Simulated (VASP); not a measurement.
# Al (P6_3/mmc) in VASP: notebook

Al is run at these levels: PBEsol+D3(BJ); tasks: single point.

All numbers are computed with VASP 6.6.1; they aren't measurements. Logs are shortened: lines on timing, memory, paths and dates and some standing lists are left out, and cuts for length are marked.

### 1 The cell of the first run

It takes space group P6_3/mmc (No. 194, hexagonal). The conventional cell has a = 2.837 Å, b = 2.837 Å, c = 9.498 Å, α = 90.00°, β = 90.00°, γ = 120.00°. Within 3.7 Å of Al (site symmetry -3m) lie 12 Al at 2.84 to 2.88 Å. Within 3.7 Å of Al (site symmetry -6m2) lie 12 Al at 2.84 to 2.88 Å.

This isn't the form of Al at room conditions, which is fcc.

### 2 Single point, PBEsol+D3(BJ) (16.55 Å³/atom)

Contents of INCAR:

```
SYSTEM = Al
PREC = Accurate ; ENCUT = 520
EDIFF = 1E-7 ; ISMEAR = 0
SIGMA = 0.15 ; LREAL = .FALSE.
LASPH = .TRUE. ; NELM = 80
ALGO = Normal ; ISIF = 2
LWAVE = .FALSE. ; LCHARG = .FALSE.
GGA = PS ; IVDW = 12
NBANDS = 14
```

Contents of KPOINTS:

```
Automatic mesh
0
G
  18 18 6
  0 0 0
```

Contents of POSCAR:

```
Al
1.0
    2.8366941488      0.0000000000      0.0000000000
   -1.4183470744      2.4566491956      0.0000000000
    0.0000000000      0.0000000000      9.4983866878
Al
4
Direct
    0.0000000000      0.0000000000      0.0000000000
    0.3333333333      0.6666666667      0.2500000000
    0.0000000000      0.0000000000      0.5000000000
    0.6666666667      0.3333333333      0.7500000000
```

Potentials or basis: VASP PAW PBE potentials, release 64 (Al).

Launch:

```
cat potpaw_PBE.64/Al/POTCAR > POTCAR
mpirun -np 1 vasp_std > vasp.out
```

OUTCAR:

```text
SYSTEM = Al
   PREC = Accurate
   ENCUT = 520
   EDIFF = 1E-7
   ISMEAR = 0
   LREAL = .FALSE.
   LASPH = .TRUE.
   NELM = 80
   ISIF = 2
   GGA = PS
   IVDW = 12
 IVDW          = 12

 ion  position               nearest neighbor table
   1  0.000  0.000  0.000-   2 2.88   4 2.88   2 2.88   4 2.88   4 2.88   2 2.88
   2  0.333  0.667  0.250-   1 2.88   3 2.88   1 2.88   3 2.88   1 2.88   3 2.88
   3  0.000  0.000  0.500-   2 2.88   4 2.88   2 2.88   4 2.88   4 2.88   2 2.88
   4  0.667  0.333  0.750-   1 2.88   3 2.88   1 2.88   3 2.88   1 2.88   3 2.88

  LATTYP: Found a hexagonal cell.
 ALAT       =     2.8366941488
 C/A-ratio  =     3.3484000000

  Lattice vectors:

 A1 = (   2.8366941488,   0.0000000000,   0.0000000000)
 A2 = (  -1.4183470744,   2.4566491956,   0.0000000000)
 A3 = (   0.0000000000,   0.0000000000,   9.4983866878)

Analysis of symmetry for initial positions (statically):
=====================================================================
 Subroutine PRICEL returns:
 Original cell was already a primitive cell.

 Routine SETGRP: Setting up the symmetry group for a
 hexagonal supercell.

 Subroutine GETGRP returns: Found 24 space group operations
 (whereof 12 operations were pure point group operations)
 out of a pool of 24 trial point group operations.

The static configuration has the point symmetry D_3d.
 The point group associated with its full space group is D_6h.

Analysis of symmetry for dynamics (positions and initial velocities):
=====================================================================
 Subroutine PRICEL returns:
 Original cell was already a primitive cell.

 Routine SETGRP: Setting up the symmetry group for a
 hexagonal supercell.

 Subroutine GETGRP returns: Found 24 space group operations
 (whereof 12 operations were pure point group operations)
 out of a pool of 24 trial point group operations.

The dynamic configuration has the point symmetry D_3d.
 The point group associated with its full space group is D_6h.

 Subroutine INISYM returns: Found 24 space group operations
 (whereof 12 operations are pure point group operations),
 and found     1 'primitive' translations

----------------------------------------------------------------------------------------

                                     Primitive cell

  volume of cell :      66.1920

  direct lattice vectors                    reciprocal lattice vectors
     2.836694149  0.000000000  0.000000000     0.352523024  0.203529263  0.000000000
    -1.418347074  2.456649196  0.000000000     0.000000000  0.407058526  0.000000000
     0.000000000  0.000000000  9.498386688     0.000000000  0.000000000  0.105281037

  length of vectors
     2.836694149  2.836694149  9.498386688     0.407058526  0.407058526  0.105281037

  position of ions in fractional coordinates (direct lattice)
     0.000000000  0.000000000  0.000000000
     0.333333333  0.666666667  0.250000000
     0.000000000  0.000000000  0.500000000
     0.666666667  0.333333333  0.750000000

  ion indices of the primitive-cell ions
   primitive index   ion index
                 1           1
                 2           2
                 3           3
                 4           4

----------------------------------------------------------------------------------------

 KPOINTS: Automatic mesh

Automatic generation of k-mesh.
 Grid dimensions read from file:
 generate k-points for:   18   18    6

 Generating k-lattice:

  Cartesian coordinates                     Fractional coordinates (reciprocal lattice)
     0.019584612  0.011307181  0.000000000     0.055555556 -0.000000000  0.000000000
     0.000000000  0.022614363  0.000000000     0.000000000  0.055555556  0.000000000
     0.000000000  0.000000000  0.017546839     0.000000000  0.000000000  0.166666667

  Length of vectors
     0.022614363  0.022614363  0.017546839

  Shift w.r.t. Gamma in fractional coordinates (k-lattice)
     0.000000000  0.000000000  0.000000000

 Subroutine IBZKPT returns following result:
 ===========================================

 Found    148 irreducible k-points:

 Following reciprocal coordinates:
            Coordinates               Weight
  0.000000  0.000000  0.000000      1.000000
  0.055556  0.000000  0.000000      6.000000
  0.111111  0.000000  0.000000      6.000000
  0.166667  0.000000  0.000000      6.000000
  0.222222  0.000000  0.000000      6.000000
  0.277778  0.000000  0.000000      6.000000
[... 16 lines left out ...]
  0.333333  0.111111  0.000000     12.000000
  0.388889  0.111111  0.000000     12.000000
 [... further k-points ...]
   k-points           NKPTS =    148   k-points in BZ     NKDIM =    148   number of bands    NBANDS=     14
   number of dos      NEDOS =    301   number of ions     NIONS =      4
   total plane-waves  NPLWV =  41472
   dimension x,y,z NGX =    24 NGY =   24 NGZ =   72
   dimension x,y,z NGXF=    48 NGYF=   48 NGZF=  144
   ions per type =               4
   NGX,Y,Z   is equivalent  to a cutoff of  14.07, 14.07, 12.60 a.u.
   NGXF,Y,Z  is equivalent  to a cutoff of  28.13, 28.13, 25.20 a.u.
 SYSTEM =  Al
   PREC   = accura    normal or accurate (medium, high low for compatibility)
   ISTART =      0    job   : 0-new  1-cont  2-samecut
   ICHARG =      2    charge: 1-file 2-atom 10-const
   ISPIN  =      1    spin polarized calculation?
   LNONCOLLINEAR =      F non collinear calculations
   LSORBIT =      F    spin-orbit coupling
   LASPH  =      T    aspherical Exc in radial PAW
   ENCUT  =  520.0 eV  38.22 Ry    6.18 a.u.   5.27  5.27 17.66*2*pi/ulx,y,z
   NELM   =     80;   NELMIN=  2; NELMDL= -5     # of ELM steps
   EDIFF  = 0.1E-06   stopping-criterion for ELM
   LREAL  =      F    real-space projection
   EDIFFG = 0.1E-05   stopping-criterion for IOM
   NSW    =      0    number of steps for IOM
   IBRION =     -1    ionic relax: 0-MD 1-quasi-New 2-CG
   NFREE  =      0    steps in history (QN), initial steepest desc. (CG)
   ISIF   =      2    stress and relaxation
   ISYM   =      2    0-nonsym 1-usesym 2-fastsym
   POTIM  = 0.5000    time-step for ionic-motion
   TEBEG  =    0.0;   TEEND  =   0.0 temperature during run
   PSTRESS=    0.0 pullay stress
   NELECT =      12.0000    total number of electrons
   NUPDOWN=      -1.0000    fix difference up-down
   EMIN   =  10.00;   EMAX   =-10.00  energy-range for DOS
   EFERMI =   0.00;   METHOD = LEGACY
   ISMEAR =     0;   SIGMA  =   0.15  broadening in eV -4-tet -1-fermi 0-gaus
   EFERMI_NEDOS =   21; number of points for ismear=-14 and -15
   IALGO  =     38    algorithm
   IMIX   =      4    mixing-type and parameters
     AMIX     =   0.40;   BMIX     =  1.00
     AMIX_MAG =   1.60;   BMIX_MAG =  1.00
  volume/ion in A,a.u.               =      16.55       111.67
  Fermi-wavevector in a.u.,A,eV,Ry     =   0.926545  1.750917 11.680418  0.858487
  Thomas-Fermi vector in A             =   2.052519
   LORBIT       =      0    0 simple, 1 ext, 2 COOP (PROOUT), +10 PAW based schemes
   GGA     = PS    functional components
   LHFCALC =     F    Hartree Fock is set to
   AEXX    =    0.0000 exact exchange contribution
   IVDW    =    12    specifies the selected vdW correction
   LEPSILON=     F    determine dielectric tensor
   LRPA    =     F    only Hartree local field effects (RPA)
 non-spin polarized calculation
 Gauss-broadening in eV      SIGMA  =   0.15
  energy-cutoff  :      520.00
  volume of cell :       66.19
 maximum number of plane-waves:      1802
 NGX is ok and might be reduce to    24
   NGX = 11   NGY = 11   NGZ = 35

 number of electron      12.0000000 magnetization

 Free energy of the ion-electron system (eV)
  ---------------------------------------------------
  ext. energy  EPLUGINS =         0.00000000
  ---------------------------------------------------
  free energy    TOTEN  =       -16.31622859 eV

  energy without entropy =      -16.29701352  energy(sigma->0) =      -16.30662105

 E-fermi :   7.9118     XC(G=0): -10.2466

 val. band max:        7.9099754756   @ k =   0.4444   0.0556   0.3333
 cond. band min:       7.9301007522   @ k =   0.2778   0.2222   0.0000
 fundamental gap:      0.0201252766
 Fermi energy:         7.9117703374

 k-point     1 :       0.0000    0.0000    0.0000
  band No.  band energies     occupation
      1      -3.1919      2.00000
      2      -1.5640      2.00000
      3      -1.5581      2.00000
      4       3.2099      2.00000
      5       3.2435      2.00000
      6      10.8881      0.00000
      7      10.8967      0.00000
      8      18.9306      0.00000
      9      18.9306      0.00000
     10      19.0883      0.00000
     11      19.0883      0.00000
     12      19.8061      0.00000
     13      20.0240      0.00000
     14      20.0271      0.00000

 k-point     2 :       0.0556    0.0000    0.0000
  band No.  band energies     occupation
      1      -3.1162      2.00000
      2      -1.4892      2.00000
      3      -1.4833      2.00000
      4       3.2802      2.00000
      5       3.3176      2.00000
      6      10.9510      0.00000
      7      10.9612      0.00000
      8      17.2872      0.00000
      9      17.9109      0.00000
     10      18.5748      0.00000
     11      18.6662      0.00000
     12      19.1607      0.00000
     13      19.2496      0.00000
     14      19.2740      0.00000

 k-point     3 :       0.1111    0.0000    0.0000
  band No.  band energies     occupation
      1      -2.8895      2.00000
      2      -1.2649      2.00000
      3      -1.2592      2.00000
      4       3.4910      2.00000
      5       3.5391      2.00000
      6      11.1331      0.00000
      7      11.1513      0.00000
      8      15.2279      0.00000
      9      16.5513      0.00000
     10      16.6404      0.00000
     11      16.9431      0.00000
     12      18.3233      0.00000
     13      18.3233      0.00000
     14      18.4065      0.00000

 k-point     4 :       0.1667    0.0000    0.0000
  band No.  band energies     occupation
      1      -2.5124      2.00000
      2      -0.8920      2.00000
      3      -0.8864      2.00000
      4       3.8423      2.00000
      5       3.9055      2.00000
      6      11.3820      0.00000
      7      11.4474      0.00000
      8      13.2389      0.00000
      9      14.5165      0.00000
     10      14.6354      0.00000
     11      16.1046      0.00000
     12      17.4301      0.00000
     13      17.4927      0.00000
     14      17.4982      0.00000

 k-point     5 :       0.2222    0.0000    0.0000
  band No.  band energies     occupation
      1      -1.9862      2.00000
      2      -0.3717      2.00000
      3      -0.3664      2.00000
      4       4.3336      2.00000
      5       4.4115      2.00000
      6      10.8724      0.00000
      7      11.6697      0.00000
      8      12.2073      0.00000
      9      12.5716      0.00000
     10      12.9113      0.00000
     11      15.3962      0.00000
[... 276 lines left out ...]
 k-point    22 :       0.2778    0.1111    0.0000
  band No.  band energies     occupation
      1      -0.2713      2.00000
      2       1.3230      2.00000
      3       1.3265      2.00000
      4       5.9368      2.00000
      5       5.9404      2.00000
      6       7.7080      1.94526
      7       9.0941      0.00000
      8       9.1650      0.00000
      9      11.2831      0.00000
     10      12.5836      0.00000
     11      12.8867      0.00000
     12      13.4258      0.00000
     13      13.4424      0.00000
     14      14.3534      0.00000

 k-point    23 :       0.3333    0.1111    0.0000
  band No.  band energies     occupation
      1       0.6882      2.00000
      2       2.2693      2.00000
      3       2.2704      2.00000
      4       5.7475      2.00000
      5       6.7590      2.00000
      6       6.9990      2.00000
      7       7.5913      1.99749
      8       7.7466      1.88068
      9      10.8589      0.00000
     10      11.8785      0.00000
     11      12.1785      0.00000
     12      12.5412      0.00000
     13      12.8837      0.00000
     14      14.7260      0.00000

 k-point    24 :       0.3889    0.1111    0.0000
  band No.  band energies     occupation
      1       1.7861      2.00000
      2       3.3375      2.00000
      3       3.3438      2.00000
      4       4.3689      2.00000
      5       5.9584      2.00000
      6       5.9786      2.00000
      7       7.9685      0.59265
      8       8.1958      0.00740
      9      10.2461      0.00000
     10      10.4909      0.00000
     11      11.3883      0.00000
     12      12.3343      0.00000
     13      12.5611      0.00000
     14      15.5818      0.00000

 [... further k-points ...]

------------------------ aborting loop because EDIFF is reached ----------------------------------------

 Edisp (eV)   -1.26601

 E8    (eV) :    -0.8525

  FORCE on cell =-STRESS in cart. coord.  units (eV):
  Direction    XX          YY          ZZ          XY          YZ          ZX
  --------------------------------------------------------------------------------------
  -------------------------------------------------------------------------------------
  Total      -1.58507    -1.58507    -2.39802     0.00000     0.00000    -0.00000
  in kB     -38.36659   -38.36659   -58.04418     0.00000     0.00000    -0.00000
  external pressure =      -44.93 kB  Pullay stress =        0.00 kB

 VOLUME and BASIS-vectors are now :
 -----------------------------------------------------------------------------
  energy-cutoff  :      520.00
  volume of cell :       66.19
      direct lattice vectors                 reciprocal lattice vectors
     2.836694149  0.000000000  0.000000000     0.352523024  0.203529263  0.000000000
    -1.418347074  2.456649196  0.000000000     0.000000000  0.407058526  0.000000000
     0.000000000  0.000000000  9.498386688     0.000000000  0.000000000  0.105281037

 POSITION                                       TOTAL-FORCE (eV/Angst)
 -----------------------------------------------------------------------------------
      0.00000      0.00000      0.00000         0.000000      0.000000     -0.000000
     -0.00000      1.63777      2.37460        -0.000000      0.000000      0.000000
      0.00000      0.00000      4.74919         0.000000      0.000000     -0.000000
      1.41835      0.81888      7.12379         0.000000     -0.000000     -0.000000
 -----------------------------------------------------------------------------------
    total drift:                               -0.000000      0.000000      0.000000

  FREE ENERGIE OF THE ION-ELECTRON SYSTEM (eV)
  ---------------------------------------------------
  free  energy   TOTEN  =       -17.5822372091 eV

  energy  without entropy=      -17.5630221400  energy(sigma->0) =      -17.57262967
```

Wall time 3.5 min (1 thread of AMD EPYC 7R13, shared host); peak memory 0.23 GiB.

Results:

```
Free energy                : -17.5822 eV
Pressure                   : -4.5 GPa
Band gap on the k mesh     : zero (bands 6 and 7 overlap by 5.08 eV)
Dispersion energy per atom : -0.317 eV
```

Caveat: the cell stands under tension; the PAW data sets were made with another functional, which shifts forces and pressure a little.

(Continued in part 2 of 2.)

The gap in the log of VASP goes by the Fermi energy; the results here count the filled bands.